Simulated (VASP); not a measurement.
# CdS (I4mm) in VASP: notebook

CdS is run at these levels: r2SCAN; tasks: single point.

Program: VASP 6.6.1. These are calculated values, not measurements. Logs are shortened: lines on timing, memory, paths and dates and some standing lists are left out, and cuts for length are marked.

## Step 1: The cell of the first run

The structure is tetragonal, space group I4mm (No. 107). Conventional cell: a = 3.824 Å, b = 3.824 Å, c = 5.409 Å, α = 90.00°, β = 90.00°, γ = 90.00°. Cd (site symmetry 4mm) has 6 S at 2.50 to 2.91 Å within 3.3 Å. Within 3.3 Å of S (site symmetry 4mm) lie 6 Cd at 2.50 to 2.91 Å.

## Step 2: Single point, r2SCAN

The input, POSCAR:

```
CdS
1.0
    0.0000000000      2.7042729036      2.7042729036
    2.7042729036      0.0000000000      2.7042729036
    2.7042729036      2.7042729036      0.0000000000
Cd S
1 1
Direct
   -0.0084923707      0.0084923707      0.0084923707
    0.5297773349      0.4702226651      0.4702226651
```

The input, INCAR.step1:

```
SYSTEM = CdS
PREC = Accurate
ENCUT = 520
ISMEAR = 0
SIGMA = 0.05
LREAL = .FALSE.
LASPH = .TRUE.
NELM = 80
NBANDS = 16
GGA = PE
ALGO = Normal
EDIFF = 1E-4
LWAVE = .TRUE.
LCHARG = .FALSE.
```

The input, INCAR.step2:

```
SYSTEM = CdS
PREC = Accurate
ENCUT = 520
EDIFF = 1E-6
ISMEAR = 0
SIGMA = 0.05
LREAL = .FALSE.
LASPH = .TRUE.
NELM = 80
ALGO = Normal
ISIF = 2
LWAVE = .FALSE.
LCHARG = .FALSE.
METAGGA = R2SCAN
LMIXTAU = .TRUE.
NBANDS = 16
ISTART = 1
```

The input, KPOINTS:

```
regular mesh
0
G
  8 8 8
  0 0 0
```

Potentials or basis: VASP PAW PBE potentials, release 64 (Cd, S).

The run is started by

```sh
cat potpaw_PBE.64/Cd/POTCAR potpaw_PBE.64/S/POTCAR > POTCAR
cp INCAR.step1 INCAR
mpirun -np 1 vasp_std > vasp.out
cp INCAR.step2 INCAR
mpirun -np 1 vasp_std > vasp.out
```

OUTCAR:

```text
SYSTEM = CdS
   PREC = Accurate
   ENCUT = 520
   EDIFF = 1E-6
   ISMEAR = 0
   LREAL = .FALSE.
   LASPH = .TRUE.
   NELM = 80
   ISIF = 2
   METAGGA = R2SCAN
   ISTART = 1

 ion  position               nearest neighbor table
   1  0.992  0.008  0.008-   2 2.50   2 2.71   2 2.71   2 2.71   2 2.71   2 2.91
   2  0.530  0.470  0.470-   1 2.50   1 2.71   1 2.71   1 2.71   1 2.71   1 2.91

  LATTYP: Found a face centered cubic cell.
 ALAT       =     5.4085458072

  Lattice vectors:

 A1 = (   0.0000000000,   2.7042729036,   2.7042729036)
 A2 = (   2.7042729036,   0.0000000000,   2.7042729036)
 A3 = (   2.7042729036,   2.7042729036,   0.0000000000)

Analysis of symmetry for initial positions (statically):
=====================================================================
 Subroutine PRICEL returns:
 Original cell was already a primitive cell.

 Routine SETGRP: Setting up the symmetry group for a
 face centered cubic supercell.

 Subroutine GETGRP returns: Found  8 space group operations
 (whereof  8 operations were pure point group operations)
 out of a pool of 48 trial point group operations.

The static configuration has the point symmetry C_4v.

Analysis of symmetry for dynamics (positions and initial velocities):
=====================================================================
 Subroutine PRICEL returns:
 Original cell was already a primitive cell.

 Routine SETGRP: Setting up the symmetry group for a
 face centered cubic supercell.

 Subroutine GETGRP returns: Found  8 space group operations
 (whereof  8 operations were pure point group operations)
 out of a pool of 48 trial point group operations.

The dynamic configuration has the point symmetry C_4v.

 Subroutine INISYM returns: Found  8 space group operations
 (whereof  8 operations are pure point group operations),
 and found     1 'primitive' translations

----------------------------------------------------------------------------------------

                                     Primitive cell

  volume of cell :      39.5532

  direct lattice vectors                    reciprocal lattice vectors
     0.000000000  2.704272904  2.704272904    -0.184892582  0.184892582  0.184892582
     2.704272904  0.000000000  2.704272904     0.184892582 -0.184892582  0.184892582
     2.704272904  2.704272904  0.000000000     0.184892582  0.184892582 -0.184892582

  length of vectors
     3.824419417  3.824419417  3.824419417     0.320243346  0.320243346  0.320243346

  position of ions in fractional coordinates (direct lattice)
     0.991507629  0.008492371  0.008492371
     0.529777335  0.470222665  0.470222665

  ion indices of the primitive-cell ions
   primitive index   ion index
                 1           1
                 2           2

----------------------------------------------------------------------------------------

 KPOINTS: regular mesh

Automatic generation of k-mesh.
 Grid dimensions read from file:
 generate k-points for:    8    8    8

 Generating k-lattice:

  Cartesian coordinates                     Fractional coordinates (reciprocal lattice)
    -0.023111573  0.023111573  0.023111573     0.125000000  0.000000000  0.000000000
     0.023111573 -0.023111573  0.023111573     0.000000000  0.125000000  0.000000000
     0.023111573  0.023111573 -0.023111573     0.000000000  0.000000000  0.125000000

  Length of vectors
     0.040030418  0.040030418  0.040030418

  Shift w.r.t. Gamma in fractional coordinates (k-lattice)
     0.000000000  0.000000000  0.000000000

 Subroutine IBZKPT returns following result:
 ===========================================

 Found     59 irreducible k-points:

 Following reciprocal coordinates:
            Coordinates               Weight
  0.000000  0.000000  0.000000      1.000000
  0.125000  0.000000  0.000000      8.000000
  0.250000  0.000000  0.000000      8.000000
  0.375000  0.000000  0.000000      8.000000
  0.500000  0.000000  0.000000      4.000000
  0.125000  0.125000  0.000000      4.000000
[... 16 lines left out ...]
  0.000000  0.375000  0.250000      8.000000
  0.500000  0.250000  0.000000     16.000000
 [... further k-points ...]
   k-points           NKPTS =     59   k-points in BZ     NKDIM =     59   number of bands    NBANDS=     16
   number of dos      NEDOS =    301   number of ions     NIONS =      2
   total plane-waves  NPLWV =  21952
   dimension x,y,z NGX =    28 NGY =   28 NGZ =   28
   dimension x,y,z NGXF=    56 NGYF=   56 NGZF=   56
   ions per type =               1   1
   NGX,Y,Z   is equivalent  to a cutoff of  12.17, 12.17, 12.17 a.u.
   NGXF,Y,Z  is equivalent  to a cutoff of  24.34, 24.34, 24.34 a.u.
 SYSTEM =  CdS
   PREC   = accura    normal or accurate (medium, high low for compatibility)
   ISTART =      1    job   : 0-new  1-cont  2-samecut
   ICHARG =      0    charge: 1-file 2-atom 10-const
   ISPIN  =      1    spin polarized calculation?
   LNONCOLLINEAR =      F non collinear calculations
   LSORBIT =      F    spin-orbit coupling
   LASPH  =      T    aspherical Exc in radial PAW
   ENCUT  =  520.0 eV  38.22 Ry    6.18 a.u.   7.11  7.11  7.11*2*pi/ulx,y,z
   NELM   =     80;   NELMIN=  2; NELMDL=  0     # of ELM steps
   EDIFF  = 0.1E-05   stopping-criterion for ELM
   LREAL  =      F    real-space projection
   EDIFFG = 0.1E-04   stopping-criterion for IOM
   NSW    =      0    number of steps for IOM
   IBRION =     -1    ionic relax: 0-MD 1-quasi-New 2-CG
   NFREE  =      0    steps in history (QN), initial steepest desc. (CG)
   ISIF   =      2    stress and relaxation
   ISYM   =      2    0-nonsym 1-usesym 2-fastsym
   POTIM  = 0.5000    time-step for ionic-motion
   TEBEG  =    0.0;   TEEND  =   0.0 temperature during run
   PSTRESS=    0.0 pullay stress
   NELECT =      18.0000    total number of electrons
   NUPDOWN=      -1.0000    fix difference up-down
   EMIN   =  10.00;   EMAX   =-10.00  energy-range for DOS
   EFERMI =   0.00;   METHOD = LEGACY
   ISMEAR =     0;   SIGMA  =   0.05  broadening in eV -4-tet -1-fermi 0-gaus
   EFERMI_NEDOS =   21; number of points for ismear=-14 and -15
   IALGO  =     38    algorithm
   IMIX   =      4    mixing-type and parameters
     AMIX     =   0.40;   BMIX     =  1.00
     AMIX_MAG =   1.60;   BMIX_MAG =  1.00
  volume/ion in A,a.u.               =      19.78       133.46
  Fermi-wavevector in a.u.,A,eV,Ry     =   1.259230  2.379600 21.574226  1.585661
  Thomas-Fermi vector in A             =   2.392800
   LORBIT       =      0    0 simple, 1 ext, 2 COOP (PROOUT), +10 PAW based schemes
   METAGGA = R2SCAN    functional components
   LHFCALC =     F    Hartree Fock is set to
   AEXX    =    0.0000 exact exchange contribution
   IVDW    =     0    specifies the selected vdW correction
   LEPSILON=     F    determine dielectric tensor
   LRPA    =     F    only Hartree local field effects (RPA)
 non-spin polarized calculation
 Gauss-broadening in eV      SIGMA  =   0.05
  energy-cutoff  :      520.00
  volume of cell :       39.55
 maximum number of plane-waves:      1090
   NGX = 15   NGY = 15   NGZ = 15

 number of electron      17.9999998 magnetization

 Free energy of the ion-electron system (eV)
  ---------------------------------------------------
  ext. energy  EPLUGINS =         0.00000000
  ---------------------------------------------------
  free energy    TOTEN  =       -29.45727963 eV

  energy without entropy =      -29.45727963  energy(sigma->0) =      -29.45727963

 E-fermi :   3.1918     XC(G=0): -11.1287

 val. band max:        2.9676464630   @ k =   0.0000  -0.2500   0.1250
 cond. band min:       3.7891135882   @ k =   0.5000   0.5000   0.0000
 fundamental gap:      0.8214671252
 Fermi energy:         3.1917555187

 k-point     1 :       0.0000    0.0000    0.0000
  band No.  band energies     occupation
      1     -10.5550      2.00000
      2      -5.0120      2.00000
      3      -4.9442      2.00000
      4      -4.9442      2.00000
      5      -4.9034      2.00000
      6      -4.9026      2.00000
[... 8 lines left out ...]
     15      15.0840      0.00000
     16      15.7528      0.00000

 k-point     2 :       0.1250    0.0000    0.0000
  band No.  band energies     occupation
      1     -10.4134      2.00000
      2      -5.0645      2.00000
      3      -4.9740      2.00000
      4      -4.9423      2.00000
      5      -4.8928      2.00000
      6      -4.8840      2.00000
[... 8 lines left out ...]
     15      14.1506      0.00000
     16      15.1360      0.00000

 k-point     3 :       0.2500    0.0000    0.0000
  band No.  band energies     occupation
      1     -10.0351      2.00000
      2      -5.1791      2.00000
      3      -5.0947      2.00000
      4      -4.9862      2.00000
      5      -4.8147      2.00000
      6      -4.8111      2.00000
[... 8 lines left out ...]
     15      14.5359      0.00000
     16      14.8824      0.00000

 k-point     4 :       0.3750    0.0000    0.0000
  band No.  band energies     occupation
      1      -9.5840      2.00000
      2      -5.2685      2.00000
      3      -5.2126      2.00000
      4      -5.0984      2.00000
      5      -4.7318      2.00000
      6      -4.7312      2.00000
[... 8 lines left out ...]
     15      15.8293      0.00000
     16      15.8490      0.00000

 k-point     5 :       0.5000    0.0000    0.0000
  band No.  band energies     occupation
      1      -9.3654      2.00000
      2      -5.2681      2.00000
      3      -5.2600      2.00000
      4      -5.2077      2.00000
      5      -4.6972      2.00000
      6      -4.6968      2.00000
[... 8 lines left out ...]
     15      16.7754      0.00000
     16      16.8087      0.00000

 k-point     6 :       0.1250    0.1250    0.0000
  band No.  band energies     occupation
      1     -10.3743      2.00000
      2      -5.0661      2.00000
      3      -4.9734      2.00000
      4      -4.9494      2.00000
      5      -4.8919      2.00000
      6      -4.8704      2.00000
[... 8 lines left out ...]
     15      15.7371      0.00000
     16      16.7510      0.00000

 k-point     7 :       0.0000    0.1250    0.1250
  band No.  band energies     occupation
      1     -10.3715      2.00000
      2      -5.1213      2.00000
      3      -4.9285      2.00000
      4      -4.9115      2.00000
      5      -4.9114      2.00000
      6      -4.8850      2.00000
[... 8 lines left out ...]
     15      16.1173      0.00000
     16      16.8201      0.00000

 k-point     8 :       0.2500    0.1250    0.0000
  band No.  band energies     occupation
      1     -10.0960      2.00000
      2      -5.1356      2.00000
      3      -5.0442      2.00000
      4      -4.9685      2.00000
      5      -4.8358      2.00000
      6      -4.8049      2.00000
[... 8 lines left out ...]
     15      15.6569      0.00000
     16      16.3666      0.00000

 k-point     9 :       0.0000    0.2500    0.1250
  band No.  band energies     occupation
      1     -10.0918      2.00000
      2      -5.2031      2.00000
      3      -4.9715      2.00000
      4      -4.9657      2.00000
      5      -4.8515      2.00000
      6      -4.8054      2.00000
[... 8 lines left out ...]
     15      15.7313      0.00000
     16      16.4484      0.00000
[... 172 lines left out ...]
 k-point    19 :       0.0000   -0.1250    0.1250
  band No.  band energies     occupation
      1     -10.2019      2.00000
      2      -5.1027      2.00000
      3      -5.0643      2.00000
      4      -4.9388      2.00000
      5      -4.8807      2.00000
      6      -4.8180      2.00000
[... 8 lines left out ...]
     15      15.2182      0.00000
     16      16.0777      0.00000

 k-point    20 :       0.2500    0.2500    0.0000
  band No.  band energies     occupation
      1      -9.9726      2.00000
      2      -5.0770      2.00000
      3      -5.0368      2.00000
      4      -4.9300      2.00000
      5      -4.7957      2.00000
      6      -4.7827      2.00000
[... 8 lines left out ...]
     15      16.6026      0.00000
     16      18.8610      0.00000

 k-point    21 :       0.0000    0.2500    0.2500
  band No.  band energies     occupation
      1      -9.9671      2.00000
      2      -5.1617      2.00000
      3      -4.9891      2.00000
      4      -4.8424      2.00000
      5      -4.8156      2.00000
      6      -4.8156      2.00000
[... 8 lines left out ...]
     15      16.7009      0.00000
     16      18.9180      0.00000

 k-point    22 :       0.3750    0.2500    0.0000
  band No.  band energies     occupation
      1      -9.7288      2.00000
      2      -5.0763      2.00000
      3      -4.9775      2.00000
      4      -4.9395      2.00000
      5      -4.7154      2.00000
      6      -4.6945      2.00000
[... 8 lines left out ...]
     15      17.2389      0.00000
     16      18.6474      0.00000

 k-point    23 :       0.0000    0.3750    0.2500
  band No.  band energies     occupation
      1      -9.7270      2.00000
      2      -5.0279      2.00000
      3      -5.0010      2.00000
      4      -4.9154      2.00000
      5      -4.7327      2.00000
      6      -4.7122      2.00000
[... 8 lines left out ...]
     15      17.2735      0.00000
     16      18.7376      0.00000

 k-point    24 :       0.5000    0.2500    0.0000
  band No.  band energies     occupation
      1      -9.4945      2.00000
      2      -5.1516      2.00000
      3      -5.0184      2.00000
      4      -4.8837      2.00000
      5      -4.6706      2.00000
      6      -4.5176      2.00000
[... 8 lines left out ...]
     15      17.3564      0.00000
     16      18.9596      0.00000

 [... further k-points ...]

------------------------ aborting loop because EDIFF is reached ----------------------------------------

  FORCE on cell =-STRESS in cart. coord.  units (eV):
  Direction    XX          YY          ZZ          XY          YZ          ZX
  --------------------------------------------------------------------------------------
  -------------------------------------------------------------------------------------
  Total        1.8896809      0.5906506      0.5906506      0.0000000      0.0000000      0.0000000
  in kB       76.5451191     23.9254279     23.9254279      0.0000000      0.0000000      0.0000000
  external PRESSURE =      41.4653250 kB  Pullay stress =       0.0000000 kB

 VOLUME and BASIS-vectors are now :
 -----------------------------------------------------------------------------
  energy-cutoff  :      520.00
  volume of cell :       39.55
      direct lattice vectors                 reciprocal lattice vectors
     0.000000000  2.704272904  2.704272904    -0.184892582  0.184892582  0.184892582
     2.704272904  0.000000000  2.704272904     0.184892582 -0.184892582  0.184892582
     2.704272904  2.704272904  0.000000000     0.184892582  0.184892582 -0.184892582

 POSITION                                       TOTAL-FORCE (eV/Angst)
 -----------------------------------------------------------------------------------
      0.04593      2.70427      2.70427        -0.636095      0.000000      0.000000
      2.54322      2.70427      2.70427         0.636095      0.000000      0.000000
 -----------------------------------------------------------------------------------
    total drift:                                0.000342     -0.000008     -0.000008

  FREE ENERGIE OF THE ION-ELECTRON SYSTEM (eV)
  ---------------------------------------------------
  free  energy   TOTEN  =       -29.4572796315 eV

  energy  without entropy=      -29.4572796315  energy(sigma->0) =      -29.45727963
```

Run time: 63 s. Hardware: 1 thread of Intel Xeon 6975P-C (Granite Rapids), shared host; peak memory 0.19 GiB.

What came out:

```
Free energy            : -29.4573 eV
Pressure               : 4.1 GPa
Largest force          : 0.636 eV/Å
Band gap on the k mesh : 0.82 eV, indirect (least direct gap 2.47 eV)
```

Forces on the atoms (eV/Å):
```
Cd  -0.636  0.000  0.000
S    0.636  0.000  0.000
```

Caveat: the PAW data sets were made with another functional, which shifts forces and pressure a little.

## Step 3: Single point, r2SCAN

This run uses another cell than the first one, of 20.28 Å³/atom, 1.025 times its volume.

The input, POSCAR:

```
CdS
1.0
    0.0000000000      2.7269062253      2.7269062253
    2.7269062253      0.0000000000      2.7269062253
    2.7269062253      2.7269062253      0.0000000000
Cd S
1 1
Direct
   -0.0063692780      0.0063692780      0.0063692780
    0.5223330012      0.4776669988      0.4776669988
```

The input, INCAR.step1:

```
SYSTEM = CdS
PREC     = Accurate       ! precision mode
ENCUT    = 520            ! plane-wave cutoff, eV
ISMEAR   = 0              ! smearing method
SIGMA    = 0.05           ! smearing width, eV
LREAL    = .False.        ! projectors in reciprocal space
LASPH    = .True.         ! aspherical terms in the spheres
NELM     = 60             ! most SCF steps
NBANDS   = 16             ! bands
GGA      = PE             ! functional
ALGO     = Normal         ! electronic algorithm
EDIFF    = 1E-4           ! SCF threshold, eV
LWAVE    = .True.         ! write WAVECAR
LCHARG   = .False.        ! write CHGCAR
```

The input, INCAR.step2:

```
SYSTEM = CdS
PREC     = Accurate       ! precision mode
ENCUT    = 520            ! plane-wave cutoff, eV
EDIFF    = 1E-7           ! SCF threshold, eV
ISMEAR   = 0              ! smearing method
SIGMA    = 0.05           ! smearing width, eV
LREAL    = .False.        ! projectors in reciprocal space
LASPH    = .True.         ! aspherical terms in the spheres
NELM     = 60             ! most SCF steps
ALGO     = Normal         ! electronic algorithm
ISIF     = 2              ! what is computed and relaxed
LWAVE    = .False.        ! write WAVECAR
LCHARG   = .True.         ! write CHGCAR
METAGGA  = R2SCAN         ! meta-GGA
LMIXTAU  = .True.       
LELF     = .True.         ! ELF
LVHAR    = .True.       
NBANDS   = 16             ! bands
ISTART   = 1
```

The input, KPOINTS:

```
Automatic mesh
0
Gamma
  8 8 8
  0 0 0
```

Potentials or basis: VASP PAW PBE potentials, release 64 (Cd, S).

The run is started by

```sh
cat potpaw_PBE.64/Cd/POTCAR potpaw_PBE.64/S/POTCAR > POTCAR
cp INCAR.step1 INCAR
mpirun -np 1 vasp_std > vasp.out
cp INCAR.step2 INCAR
mpirun -np 1 vasp_std > vasp.out
```

Wall time 1.8 min (1 thread of Intel Xeon 6975P-C (Granite Rapids), shared host); peak memory 0.19 GiB.

It converged, with:

* Free energy: -29.4992 eV
* Pressure: 1.2 GPa
* Largest force: 0.356 eV/Å
* Band gap on the k mesh: 0.79 eV, indirect (least direct gap 2.32 eV)

Forces in eV/Å, atoms in the order of the input:
```
Cd  -0.356  0.000  0.000
S    0.356  0.000  0.000
```

Stress tensor (GPa, compression positive):
```
2.99 0.00 0.00
0.00 0.32 0.00
0.00 0.00 0.32
```

Levels at points of the mesh, in eV from the valence-band top:
```
           k point  band 6  band 7  band 8  band 9  band 10  band 11  band 12  band 13
(0.00, 0.00, 0.00)   -7.83   -0.71   -0.71   -0.71     1.61     9.64     9.64     9.71
(0.50, 0.00, 0.00)   -7.63   -4.90   -0.03    0.00     4.11     6.50     6.56     7.62
(0.50, 0.50, 0.00)   -6.83   -4.33   -2.18   -2.13     0.79     6.36    10.81    12.37
(0.00, 0.50, 0.50)   -6.83   -4.38   -2.18   -2.18     0.81     6.44    10.87    12.32
```

Caveat: the PAW data sets were made with another functional, which shifts forces and pressure a little.
